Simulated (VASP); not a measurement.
# Mg (Fm-3m) in VASP: further runs

Mg is run at these levels: PBEsol, PBE; tasks: single point.

All numbers are computed with VASP 6.6.1; they aren't measurements. Logs are shortened: lines on timing, memory, paths and dates and some standing lists are left out, and cuts for length are marked.

### Step 1. The cell of the first run

The structure is cubic, space group Fm-3m (No. 225). The conventional cell has a = 4.541 Å, b = 4.541 Å, c = 4.541 Å, α = 90.00°, β = 90.00°, γ = 90.00°. Mg (site symmetry m-3m) has 12 Mg at 3.21 Å within 4.2 Å.

This isn't the form of Mg at room conditions, which is hcp.

### Step 2. Single point, PBEsol (strained)

Contents of INCAR:

```
PREC = Accurate
ENCUT = 520
EDIFF = 1E-6
ISMEAR = 0
SIGMA = 0.1
LREAL = F
LASPH = T
NELM = 80
ALGO = Normal
ISIF = 2
LWAVE = F
LCHARG = F
GGA = PS
NBANDS = 7
```

Contents of KPOINTS:

```
Automatic mesh
0
Gamma
  16 16 16
```

Contents of POSCAR:

```
Mg
1.0
    0.0000000000      2.2706260080      2.2706260080
    2.2706260080      0.0000000000      2.2706260080
    2.2706260080      2.2706260080      0.0000000000
Mg
1
Direct
    0.0000000000      0.0000000000      0.0000000000
```

Potentials or basis: VASP PAW PBE potentials, release 64 (Mg).

The run is started by

```console
cat potpaw_PBE.64/Mg/POTCAR > POTCAR
mpirun -np 1 vasp_std > vasp.out
```

OUTCAR:

```text
PREC = Accurate
   ENCUT = 520
   EDIFF = 1E-6
   ISMEAR = 0
   LREAL = F
   LASPH = T
   NELM = 80
   ISIF = 2
   GGA = PS

 ion  position               nearest neighbor table
   1  0.000  0.000  0.000-

  LATTYP: Found a face centered cubic cell.
 ALAT       =     4.5412520160

  Lattice vectors:

 A1 = (   0.0000000000,   2.2706260080,   2.2706260080)
 A2 = (   2.2706260080,   0.0000000000,   2.2706260080)
 A3 = (   2.2706260080,   2.2706260080,   0.0000000000)

Analysis of symmetry for initial positions (statically):
=====================================================================
 Subroutine PRICEL returns:
 Original cell was already a primitive cell.

 Routine SETGRP: Setting up the symmetry group for a
 face centered cubic supercell.

 Subroutine GETGRP returns: Found 48 space group operations
 (whereof 48 operations were pure point group operations)
 out of a pool of 48 trial point group operations.

The static configuration has the point symmetry O_h .

Analysis of symmetry for dynamics (positions and initial velocities):
=====================================================================
 Subroutine PRICEL returns:
 Original cell was already a primitive cell.

 Routine SETGRP: Setting up the symmetry group for a
 face centered cubic supercell.

 Subroutine GETGRP returns: Found 48 space group operations
 (whereof 48 operations were pure point group operations)
 out of a pool of 48 trial point group operations.

The dynamic configuration has the point symmetry O_h .

 Subroutine INISYM returns: Found 48 space group operations
 (whereof 48 operations are pure point group operations),
 and found     1 'primitive' translations

----------------------------------------------------------------------------------------

                                     Primitive cell

  volume of cell :      23.4135

  direct lattice vectors                    reciprocal lattice vectors
     0.000000000  2.270626008  2.270626008    -0.220203591  0.220203591  0.220203591
     2.270626008  0.000000000  2.270626008     0.220203591 -0.220203591  0.220203591
     2.270626008  2.270626008  0.000000000     0.220203591  0.220203591 -0.220203591

  length of vectors
     3.211150096  3.211150096  3.211150096     0.381403807  0.381403807  0.381403807

  position of ions in fractional coordinates (direct lattice)
     0.000000000  0.000000000  0.000000000

  ion indices of the primitive-cell ions
   primitive index   ion index
                 1           1

----------------------------------------------------------------------------------------

 KPOINTS: Automatic mesh

Automatic generation of k-mesh.
 Grid dimensions read from file:
 generate k-points for:   16   16   16

 Generating k-lattice:

  Cartesian coordinates                     Fractional coordinates (reciprocal lattice)
    -0.013762724  0.013762724  0.013762724     0.062500000  0.000000000  0.000000000
     0.013762724 -0.013762724  0.013762724     0.000000000  0.062500000  0.000000000
     0.013762724  0.013762724 -0.013762724     0.000000000  0.000000000  0.062500000

  Length of vectors
     0.023837738  0.023837738  0.023837738

  Shift w.r.t. Gamma in fractional coordinates (k-lattice)
     0.000000000  0.000000000  0.000000000

 Subroutine IBZKPT returns following result:
 ===========================================

 Found    145 irreducible k-points:

 Following reciprocal coordinates:
            Coordinates               Weight
  0.000000  0.000000  0.000000      1.000000
  0.062500  0.000000  0.000000      8.000000
  0.125000  0.000000  0.000000      8.000000
  0.187500  0.000000  0.000000      8.000000
  0.250000  0.000000  0.000000      8.000000
  0.312500  0.000000  0.000000      8.000000
[... 16 lines left out ...]
 -0.125000  0.062500  0.000000     24.000000
 -0.062500  0.062500  0.000000     12.000000
 [... further k-points ...]
   k-points           NKPTS =    145   k-points in BZ     NKDIM =    145   number of bands    NBANDS=      7
   number of dos      NEDOS =    301   number of ions     NIONS =      1
   total plane-waves  NPLWV =  13824
   dimension x,y,z NGX =    24 NGY =   24 NGZ =   24
   dimension x,y,z NGXF=    48 NGYF=   48 NGZF=   48
   ions per type =               1
   NGX,Y,Z   is equivalent  to a cutoff of  12.43, 12.43, 12.43 a.u.
   NGXF,Y,Z  is equivalent  to a cutoff of  24.85, 24.85, 24.85 a.u.
 SYSTEM =  unknown system
   PREC   = accura    normal or accurate (medium, high low for compatibility)
   ISTART =      0    job   : 0-new  1-cont  2-samecut
   ICHARG =      2    charge: 1-file 2-atom 10-const
   ISPIN  =      1    spin polarized calculation?
   LNONCOLLINEAR =      F non collinear calculations
   LSORBIT =      F    spin-orbit coupling
   LASPH  =      T    aspherical Exc in radial PAW
   ENCUT  =  520.0 eV  38.22 Ry    6.18 a.u.   5.97  5.97  5.97*2*pi/ulx,y,z
   NELM   =     80;   NELMIN=  2; NELMDL= -5     # of ELM steps
   EDIFF  = 0.1E-05   stopping-criterion for ELM
   LREAL  =      F    real-space projection
   EDIFFG = 0.1E-04   stopping-criterion for IOM
   NSW    =      0    number of steps for IOM
   IBRION =     -1    ionic relax: 0-MD 1-quasi-New 2-CG
   NFREE  =      0    steps in history (QN), initial steepest desc. (CG)
   ISIF   =      2    stress and relaxation
   ISYM   =      2    0-nonsym 1-usesym 2-fastsym
   POTIM  = 0.5000    time-step for ionic-motion
   TEBEG  =    0.0;   TEEND  =   0.0 temperature during run
   PSTRESS=    0.0 pullay stress
   NELECT =       2.0000    total number of electrons
   NUPDOWN=      -1.0000    fix difference up-down
   EMIN   =  10.00;   EMAX   =-10.00  energy-range for DOS
   EFERMI =   0.00;   METHOD = LEGACY
   ISMEAR =     0;   SIGMA  =   0.10  broadening in eV -4-tet -1-fermi 0-gaus
   EFERMI_NEDOS =   21; number of points for ismear=-14 and -15
   IALGO  =     38    algorithm
   IMIX   =      4    mixing-type and parameters
     AMIX     =   0.40;   BMIX     =  1.00
     AMIX_MAG =   1.60;   BMIX_MAG =  1.00
  volume/ion in A,a.u.               =      23.41       158.00
  Fermi-wavevector in a.u.,A,eV,Ry     =   0.720990  1.362473  7.072669  0.519827
  Thomas-Fermi vector in A             =   1.810583
   LORBIT       =      0    0 simple, 1 ext, 2 COOP (PROOUT), +10 PAW based schemes
   GGA     = PS    functional components
   LHFCALC =     F    Hartree Fock is set to
   AEXX    =    0.0000 exact exchange contribution
   IVDW    =     0    specifies the selected vdW correction
   LEPSILON=     F    determine dielectric tensor
   LRPA    =     F    only Hartree local field effects (RPA)
 non-spin polarized calculation
 Gauss-broadening in eV      SIGMA  =   0.10
  energy-cutoff  :      520.00
  volume of cell :       23.41
 maximum number of plane-waves:       648
   NGX = 11   NGY = 11   NGZ = 11

 number of electron       2.0000000 magnetization

 Free energy of the ion-electron system (eV)
  ---------------------------------------------------
  ext. energy  EPLUGINS =         0.00000000
  ---------------------------------------------------
  free energy    TOTEN  =        -1.70701418 eV

  energy without entropy =       -1.70422851  energy(sigma->0) =       -1.70562135

 E-fermi :   2.4689     XC(G=0):  -8.4729

 val. band max:        2.4238218460   @ k =  -0.3750   0.1875   0.0625
 cond. band min:       2.4723308133   @ k =  -0.4375   0.4375   0.0000
 fundamental gap:      0.0485089673
 Fermi energy:         2.4689297986

 k-point     1 :       0.0000    0.0000    0.0000
  band No.  band energies     occupation
      1      -4.3548      2.00000
      2      14.7032      0.00000
      3      14.7032      0.00000
      4      14.7032      0.00000
      5      16.5342      0.00000
      6      16.5342      0.00000
      7      16.5342      0.00000

 k-point     2 :       0.0625    0.0000    0.0000
  band No.  band energies     occupation
      1      -4.2691      2.00000
      2      13.3139      0.00000
      3      14.4897      0.00000
      4      14.4897      0.00000
      5      16.6104      0.00000
      6      16.8926      0.00000
      7      16.8926      0.00000

 k-point     3 :       0.1250    0.0000    0.0000
  band No.  band energies     occupation
      1      -4.0124      2.00000
      2      11.2849      0.00000
      3      14.1025      0.00000
      4      14.1025      0.00000
      5      16.3603      0.00000
      6      17.7097      0.00000
      7      17.7097      0.00000

 k-point     4 :       0.1875    0.0000    0.0000
  band No.  band energies     occupation
      1      -3.5860      2.00000
      2       9.2773      0.00000
      3      13.7605      0.00000
      4      13.7605      0.00000
      5      16.0715      0.00000
      6      17.7311      0.00000
      7      17.7311      0.00000

 k-point     5 :       0.2500    0.0000    0.0000
  band No.  band energies     occupation
      1      -2.9922      2.00000
      2       7.3654      0.00000
      3      13.5248      0.00000
      4      13.5248      0.00000
      5      15.8459      0.00000
      6      16.7316      0.00000
      7      16.7316      0.00000
[... 161 lines left out ...]
 k-point    22 :      -0.1875    0.0625    0.0000
  band No.  band energies     occupation
      1      -3.3311      2.00000
      2       8.6750      0.00000
      3      12.1042      0.00000
      4      14.7131      0.00000
      5      16.4305      0.00000
      6      16.6153      0.00000
      7      17.6239      0.00000

 k-point    23 :      -0.1250    0.0625    0.0000
  band No.  band energies     occupation
      1      -3.8131      2.00000
      2      10.6146      0.00000
      3      12.4901      0.00000
      4      14.9177      0.00000
      5      16.8589      0.00000
      6      17.2429      0.00000
      7      17.5356      0.00000

 k-point    24 :      -0.0625    0.0625    0.0000
  band No.  band energies     occupation
      1      -4.1264      2.00000
      2      12.4065      0.00000
      3      13.1857      0.00000
      4      14.9252      0.00000
      5      16.7020      0.00000
      6      16.9274      0.00000
      7      17.5281      0.00000

 [... further k-points ...]
[... 5 lines left out ...]
  --------------------------------------------------------------------------------------
  -------------------------------------------------------------------------------------
  Total       -0.1680753     -0.1680753     -0.1680753     -0.0000000      0.0000000      0.0000000
  in kB      -11.5013211    -11.5013211    -11.5013211     -0.0000000      0.0000000      0.0000000
  external PRESSURE =     -11.5013211 kB  Pullay stress =       0.0000000 kB

 VOLUME and BASIS-vectors are now :
 -----------------------------------------------------------------------------
  energy-cutoff  :      520.00
  volume of cell :       23.41
      direct lattice vectors                 reciprocal lattice vectors
     0.000000000  2.270626008  2.270626008    -0.220203591  0.220203591  0.220203591
     2.270626008  0.000000000  2.270626008     0.220203591 -0.220203591  0.220203591
     2.270626008  2.270626008  0.000000000     0.220203591  0.220203591 -0.220203591

 POSITION                                       TOTAL-FORCE (eV/Angst)
 -----------------------------------------------------------------------------------
      0.00000      0.00000      0.00000        -0.000000      0.000000      0.000000
 -----------------------------------------------------------------------------------
    total drift:                               -0.000000      0.000000      0.000000

  FREE ENERGIE OF THE ION-ELECTRON SYSTEM (eV)
  ---------------------------------------------------
  free  energy   TOTEN  =        -1.7070141849 eV

  energy  without entropy=       -1.7042285092  energy(sigma->0) =       -1.70562135
```

Wall time 10 s (1 thread of AMD EPYC 9R45 (Zen 5), shared host); peak memory 0.12 GiB.

Results:

- Free energy: -1.7070 eV
- Pressure: -1.2 GPa
- Band gap on the k mesh: zero (bands 1 and 2 overlap by 2.72 eV)

Levels at points of the mesh, in eV from the Fermi level:
```tsv
k point	band 1	band 2	band 3	band 4
(0.00, 0.00, 0.00)	-6.82	12.23	12.23	12.23
(0.50, 0.00, 0.00)	-1.66	-1.27	11.16	11.16
(0.50, 0.50, 0.00)	-0.20	0.79	6.07	6.85
```

Caveat: the cell differs from its parent crystal (strained); the PAW data sets were made with another functional, which shifts forces and pressure a little.

[end of part 1 of 2]

The gap in the log of VASP goes by the Fermi energy; the results here count the filled bands.